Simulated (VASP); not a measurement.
# Zr (P6_3/mmc) in VASP: electric field gradients with PBE

Aim: the electric field gradients of Zr with PBE.

All numbers are computed with VASP 6.6.1; they aren't measurements. Logs are shortened: lines on timing, memory, paths and dates and some standing lists are left out, and cuts for length are marked.

## 1. The cell of the first run

The structure is hexagonal, space group P6_3/mmc (No. 194). Conventional cell: a = 3.233 Å, b = 3.233 Å, c = 5.149 Å, α = 90.00°, β = 90.00°, γ = 120.00°. Within 4.2 Å of Zr (site symmetry -6m2) lie 12 Zr at 3.18 to 3.23 Å.

## 2. Electric field gradients, PBE

Contents of INCAR:

```
PREC = Accurate
ENCUT = 520
EDIFF = 1E-8
ISMEAR = 0
SIGMA = 0.1
LREAL = F
LASPH = T
NELM = 80
ALGO = Fast
ISIF = 2
LWAVE = F
LCHARG = F
GGA = PE
LEFG = T
NBANDS = 19
```

Contents of KPOINTS:

```
Automatic mesh
0
Gamma
  15 15 10
```

Contents of POSCAR:

```
Zr
1.0
    3.2330000000      0.0000000000      0.0000000000
   -1.6165000000      2.7998601304      0.0000000000
    0.0000000000      0.0000000000      5.1490000000
Zr
2
Direct
    0.0000000000      0.0000000000      0.0000000000
    0.3333333333      0.6666666667      0.5000000000
```

Potentials or basis: VASP PAW PBE potentials, release 64 (Zr_sv).

Command:

```
$ cat potpaw_PBE.64/Zr_sv/POTCAR > POTCAR
$ mpirun -np 1 vasp_std > vasp.out
```

OUTCAR:

```text
PREC = Accurate
   ENCUT = 520
   EDIFF = 1E-8
   ISMEAR = 0
   LREAL = F
   LASPH = T
   NELM = 80
   ISIF = 2
   GGA = PE

 ion  position               nearest neighbor table
   1  0.000  0.000  0.000-   2 3.18   2 3.18   2 3.18   2 3.18   2 3.18   2 3.18
   2  0.333  0.667  0.500-   1 3.18   1 3.18   1 3.18   1 3.18   1 3.18   1 3.18

  LATTYP: Found a hexagonal cell.
 ALAT       =     3.2330000000
 C/A-ratio  =     1.5926384163

  Lattice vectors:

 A1 = (   3.2330000000,   0.0000000000,   0.0000000000)
 A2 = (  -1.6165000000,   2.7998601304,   0.0000000000)
 A3 = (   0.0000000000,   0.0000000000,   5.1490000000)

Analysis of symmetry for initial positions (statically):
=====================================================================
 Subroutine PRICEL returns:
 Original cell was already a primitive cell.

 Routine SETGRP: Setting up the symmetry group for a
 hexagonal supercell.

 Subroutine GETGRP returns: Found 24 space group operations
 (whereof 12 operations were pure point group operations)
 out of a pool of 24 trial point group operations.

The static configuration has the point symmetry D_3h.
 The point group associated with its full space group is D_6h.

Analysis of symmetry for dynamics (positions and initial velocities):
=====================================================================
 Subroutine PRICEL returns:
 Original cell was already a primitive cell.

 Routine SETGRP: Setting up the symmetry group for a
 hexagonal supercell.

 Subroutine GETGRP returns: Found 24 space group operations
 (whereof 12 operations were pure point group operations)
 out of a pool of 24 trial point group operations.

The dynamic configuration has the point symmetry D_3h.
 The point group associated with its full space group is D_6h.

 Subroutine INISYM returns: Found 24 space group operations
 (whereof 12 operations are pure point group operations),
 and found     1 'primitive' translations

----------------------------------------------------------------------------------------

                                     Primitive cell

  volume of cell :      46.6085

  direct lattice vectors                    reciprocal lattice vectors
     3.233000000  0.000000000  0.000000000     0.309310238  0.178580349  0.000000000
    -1.616500000  2.799860130  0.000000000     0.000000000  0.357160699  0.000000000
     0.000000000  0.000000000  5.149000000     0.000000000  0.000000000  0.194212468

  length of vectors
     3.233000000  3.233000000  5.149000000     0.357160699  0.357160699  0.194212468

  position of ions in fractional coordinates (direct lattice)
     0.000000000  0.000000000  0.000000000
     0.333333333  0.666666667  0.500000000

  ion indices of the primitive-cell ions
   primitive index   ion index
                 1           1
                 2           2

----------------------------------------------------------------------------------------

 KPOINTS: Automatic mesh

Automatic generation of k-mesh.
 Grid dimensions read from file:
 generate k-points for:   15   15   10

 Generating k-lattice:

  Cartesian coordinates                     Fractional coordinates (reciprocal lattice)
     0.020620683  0.011905357  0.000000000     0.066666667  0.000000000  0.000000000
     0.000000000  0.023810713  0.000000000     0.000000000  0.066666667  0.000000000
     0.000000000  0.000000000  0.019421247     0.000000000  0.000000000  0.100000000

  Length of vectors
     0.023810713  0.023810713  0.019421247

  Shift w.r.t. Gamma in fractional coordinates (k-lattice)
     0.000000000  0.000000000  0.000000000

 Subroutine IBZKPT returns following result:
 ===========================================

 Found    162 irreducible k-points:

 Following reciprocal coordinates:
            Coordinates               Weight
  0.000000  0.000000  0.000000      1.000000
  0.066667 -0.000000  0.000000      6.000000
  0.133333  0.000000  0.000000      6.000000
  0.200000 -0.000000  0.000000      6.000000
  0.266667  0.000000  0.000000      6.000000
  0.333333 -0.000000  0.000000      6.000000
[... 16 lines left out ...]
  0.333333  0.200000  0.000000     12.000000
  0.400000  0.200000  0.000000      6.000000
 [... further k-points ...]
   k-points           NKPTS =    162   k-points in BZ     NKDIM =    162   number of bands    NBANDS=     19
   number of dos      NEDOS =    301   number of ions     NIONS =      2
   total plane-waves  NPLWV =  23040
   dimension x,y,z NGX =    24 NGY =   24 NGZ =   40
   dimension x,y,z NGXF=    48 NGYF=   48 NGZF=   80
   ions per type =               2
   NGX,Y,Z   is equivalent  to a cutoff of  12.34, 12.34, 12.91 a.u.
   NGXF,Y,Z  is equivalent  to a cutoff of  24.68, 24.68, 25.83 a.u.
 SYSTEM =  unknown system
   PREC   = accura    normal or accurate (medium, high low for compatibility)
   ISTART =      0    job   : 0-new  1-cont  2-samecut
   ICHARG =      2    charge: 1-file 2-atom 10-const
   ISPIN  =      1    spin polarized calculation?
   LNONCOLLINEAR =      F non collinear calculations
   LSORBIT =      F    spin-orbit coupling
   LASPH  =      T    aspherical Exc in radial PAW
   ENCUT  =  520.0 eV  38.22 Ry    6.18 a.u.   6.01  6.01  9.57*2*pi/ulx,y,z
   NELM   =     80;   NELMIN=  2; NELMDL= -5     # of ELM steps
   EDIFF  = 0.1E-07   stopping-criterion for ELM
   LREAL  =      F    real-space projection
   EDIFFG = 0.1E-06   stopping-criterion for IOM
   NSW    =      0    number of steps for IOM
   IBRION =     -1    ionic relax: 0-MD 1-quasi-New 2-CG
   NFREE  =      0    steps in history (QN), initial steepest desc. (CG)
   ISIF   =      2    stress and relaxation
   ISYM   =      2    0-nonsym 1-usesym 2-fastsym
   POTIM  = 0.5000    time-step for ionic-motion
   TEBEG  =    0.0;   TEEND  =   0.0 temperature during run
   PSTRESS=    0.0 pullay stress
   NELECT =      24.0000    total number of electrons
   NUPDOWN=      -1.0000    fix difference up-down
   EMIN   =  10.00;   EMAX   =-10.00  energy-range for DOS
   EFERMI =   0.00;   METHOD = LEGACY
   ISMEAR =     0;   SIGMA  =   0.10  broadening in eV -4-tet -1-fermi 0-gaus
   EFERMI_NEDOS =   21; number of points for ismear=-14 and -15
   IALGO  =     68    algorithm
   IMIX   =      4    mixing-type and parameters
     AMIX     =   0.40;   BMIX     =  1.00
     AMIX_MAG =   1.60;   BMIX_MAG =  1.00
  volume/ion in A,a.u.               =      23.30       157.26
  Fermi-wavevector in a.u.,A,eV,Ry     =   1.312170  2.479643 23.426394  1.721791
  Thomas-Fermi vector in A             =   2.442581
   LORBIT       =      0    0 simple, 1 ext, 2 COOP (PROOUT), +10 PAW based schemes
   GGA     = PE    functional components
   LHFCALC =     F    Hartree Fock is set to
   AEXX    =    0.0000 exact exchange contribution
   IVDW    =     0    specifies the selected vdW correction
   LEPSILON=     F    determine dielectric tensor
   LRPA    =     F    only Hartree local field effects (RPA)
 non-spin polarized calculation
 RMM-DIIS sequential band-by-band and
 Gauss-broadening in eV      SIGMA  =   0.10
  energy-cutoff  :      520.00
  volume of cell :       46.61
 maximum number of plane-waves:      1284
   NGX = 13   NGY = 13   NGZ = 19

 number of electron      24.0000000 magnetization

 Free energy of the ion-electron system (eV)
  ---------------------------------------------------
  ext. energy  EPLUGINS =         0.00000000
  ---------------------------------------------------
  free energy    TOTEN  =       -17.00229473 eV

  energy without entropy =      -16.99302636  energy(sigma->0) =      -16.99766055

 E-fermi :   9.0099     XC(G=0): -11.0772

 val. band max:        9.0088085884   @ k =   0.0667   0.0667   0.4000
 cond. band min:       9.0261051071   @ k =   0.2000   0.1333   0.4000
 fundamental gap:      0.0172965186
 Fermi energy:         9.0099451160

 k-point     1 :       0.0000    0.0000    0.0000
  band No.  band energies     occupation
      1     -39.8544      2.00000
      2     -39.7006      2.00000
      3     -18.3779      2.00000
      4     -17.5084      2.00000
      5     -17.5084      2.00000
      6     -17.3745      2.00000
[... 11 lines left out ...]
     18      11.1182      0.00000
     19      13.4109      0.00000

 k-point     2 :       0.0667   -0.0000    0.0000
  band No.  band energies     occupation
      1     -39.8494      2.00000
      2     -39.6985      2.00000
      3     -18.3643      2.00000
      4     -17.5385      2.00000
      5     -17.5183      2.00000
      6     -17.3987      2.00000
[... 476 lines left out ...]
 k-point    24 :       0.4000    0.2000    0.0000
  band No.  band energies     occupation
      1     -39.7032      2.00000
      2     -39.6720      2.00000
      3     -18.1273      2.00000
      4     -17.9609      2.00000
      5     -17.8789      2.00000
      6     -17.8414      2.00000
[... 11 lines left out ...]
     18      13.8410      0.00000
     19      15.3737      0.00000

 [... further k-points ...]
[... 5 lines left out ...]
  --------------------------------------------------------------------------------------
  -------------------------------------------------------------------------------------
  Total        0.0934876      0.0934876      0.3110037      0.0000000     -0.0000000     -0.0000000
  in kB        3.2136595      3.2136595     10.6908237      0.0000000     -0.0000000     -0.0000000
  external PRESSURE =       5.7060475 kB  Pullay stress =       0.0000000 kB

 VOLUME and BASIS-vectors are now :
 -----------------------------------------------------------------------------
  energy-cutoff  :      520.00
  volume of cell :       46.61
      direct lattice vectors                 reciprocal lattice vectors
     3.233000000  0.000000000  0.000000000     0.309310238  0.178580349  0.000000000
    -1.616500000  2.799860130  0.000000000     0.000000000  0.357160699  0.000000000
     0.000000000  0.000000000  5.149000000     0.000000000  0.000000000  0.194212468

 POSITION                                       TOTAL-FORCE (eV/Angst)
 -----------------------------------------------------------------------------------
      0.00000      0.00000      0.00000         0.000000      0.000000      0.000000
     -0.00000      1.86657      2.57450        -0.000000      0.000000      0.000000
 -----------------------------------------------------------------------------------
    total drift:                                0.000000     -0.000000     -0.000000

  FREE ENERGIE OF THE ION-ELECTRON SYSTEM (eV)
  ---------------------------------------------------
  free  energy   TOTEN  =       -17.0022947339 eV

  energy  without entropy=      -16.9930263586  energy(sigma->0) =      -16.99766055

 Electric field gradients (V/A^2)
---------------------------------------------------------------------
 ion       V_xx      V_yy      V_zz      V_xy      V_xz      V_yz
---------------------------------------------------------------------
   1     -20.577   -20.577    41.153     0.000    -0.000    -0.000
   2     -20.577   -20.577    41.153     0.000     0.000    -0.000
---------------------------------------------------------------------

 Electric field gradients after diagonalization (V/A^2)
 (convention: |V_zz| > |V_xx| > |V_yy|)
----------------------------------------------------------------------
 ion       V_xx      V_yy      V_zz     asymmetry (V_yy - V_xx)/ V_zz
----------------------------------------------------------------------
   1     -20.577   -20.577    41.153       0.000
   2     -20.577   -20.577    41.153       0.000
----------------------------------------------------------------------

           NMR quadrupolar parameters

 Cq : quadrupolar parameter    Cq=e*Q*V_zz/h
 eta: asymmetry parameters     (V_yy - V_xx)/ V_zz
 Q  : nuclear electric quadrupole moment in mb (millibarn)
----------------------------------------------------------------------
 ion       Cq(MHz)       eta       Q (mb)
----------------------------------------------------------------------
   1       0.100       0.000       1.000
   2       0.100       0.000       1.000
----------------------------------------------------------------------
```

Wall time 5 min (1 thread of Intel Xeon 6975P-C, shared host); peak memory 0.25 GiB.

What came out:

```
Free energy            : -17.0023 eV
Pressure               : 0.6 GPa
Band gap on the k mesh : zero (band 12 reaches 9.89 eV, above the bottom of band 13 at 8.67 eV)
```

Stress tensor (GPa, compression positive):
```
0.32 0.00 0.00
0.00 0.32 0.00
0.00 0.00 1.07
```

Electric field gradients, principal values (V/Å²):
```tsv
atom	least	middle	greatest (by size)
1 Zr	-20.577	-20.577	41.153
2 Zr	-20.577	-20.577	41.153
```

Caveat: without QUAD_EFG the Cq values of the log hold for a quadrupole moment of 1 mb, not for the nuclei.
